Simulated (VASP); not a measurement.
Runs of VASP 6.6.1 on WS2. The structure is that of space group R3m (No. 160), or close to it. The cells are those of the table. 

```tsv
cell	gap on the mesh (eV)	pressure (GPa)	largest force (eV/Å)
a = 6.449 Å, angles 28.4°, 3 atoms	1.08	(c)	0.60
a = 6.296 Å, angles 28.4°, 3 atoms	(b)	17.0	1.77
a = 6.384 Å, angles 28.4°, 3 atoms	1.06	(a)	0.90
a = 6.512 Å, angles 28.4°, 3 atoms	1.10	-1.8	0.74
```

Alike in all rows: task single point; level PBE; potentials or basis VASP PAW PBE potentials, release 64 (W_sv, S); no spin polarisation; k mesh 13 × 13 × 13; cutoff (eV) 520; smearing fermi-dirac 0.08 eV.

Problem. Estimate the missing entries.

Solution. (a) 8.3; (b) 1.03; (c) 2.8.

Caveats: spin-orbit coupling is left out, which moves the levels of the heavy elements; forces of over 1 eV/Å act on the atoms, so gaps and moduli don't describe the material at rest (some runs).

A k mesh can miss the band edges, and the runs leave out spin-orbit coupling on W.
